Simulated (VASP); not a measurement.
A run of VASP 6.6.1 is set up as follows.

File INCAR:

```
PREC = Accurate
ENCUT = 520
EDIFF = 1E-7
ISMEAR = 0
SIGMA = 0.05
LREAL = False
LASPH = True
NELM = 120
ALGO = Normal
ISIF = 2
LWAVE = False
LCHARG = False
LDIPOL = True
IDIPOL = 3
DIPOL = 0.5 0.5 0.500
GGA = PE
IBRION = 2
NSW = 60
EDIFFG = -0.04
GGA_COMPAT = False
NELMIN = 4
NELMDL = -8
```

The input KPOINTS:

```
regular mesh
0
Gamma
  9 9 1
```

The input POSCAR:

```
ZrN
1.0
    3.2303890500      0.0000000000      0.0000000000
   -1.6151945200      2.7975989800      0.0000000000
    0.0000000000      0.0000000000     29.8692075318
N Zr
5 5
Selective dynamics
Direct
    0.3333333300      0.6666666700      0.3013136519  F F F
    0.0000000000      0.0000000000      0.3896187010  F F F
    0.6666666700      0.3333333300      0.4779237402  F F F
    0.3333333300      0.6666666700      0.5662287794  T T T
    0.0000000000      0.0000000000      0.6545338185  T T T
    0.6666666700      0.3333333300      0.3454661815  F F F
    0.3333333300      0.6666666700      0.4337712206  F F F
    0.0000000000      0.0000000000      0.5220762598  T T T
    0.6666666700      0.3333333300      0.6103812990  T T T
    0.3333333300      0.6666666700      0.6986863481  T T T
```

Potentials or basis: VASP PAW PBE potentials, release 64 (N, Zr_sv).

Command:

```sh
$ cat potpaw_PBE.64/N/POTCAR potpaw_PBE.64/Zr_sv/POTCAR > POTCAR
$ mpirun -np 1 vasp_std > vasp.out
```

Question: What does it give for the band gap on the k mesh?

Answer: Zero (an odd number of electrons rules out a gap without spin polarisation).

Question: Estimate the energy gained by relaxing.

Answer: 4.0 meV/atom.

Step by step:
| step | energy change (eV) | largest force on free atoms (eV/Å) | pressure (GPa) |
| --- | --- | --- | --- |
| 1 | 0.0000 | 0.8553 | 0.11 |
| 2 | -0.0324 | 0.1722 | 0.33 |
| 3 | -0.0325 | 0.1684 | 0.34 |
| 4 | -0.0342 | 0.0789 | 0.35 |
| 5 | -0.0346 | 0.1024 | 0.36 |
| 6 | -0.0357 | 0.0941 | 0.31 |
| 7 | -0.0372 | 0.1271 | 0.19 |
| 8 | -0.0382 | 0.0840 | 0.14 |
| 9 | -0.0394 | 0.0421 | -0.02 |
| 10 | -0.0395 | 0.0262 | -0.07 |
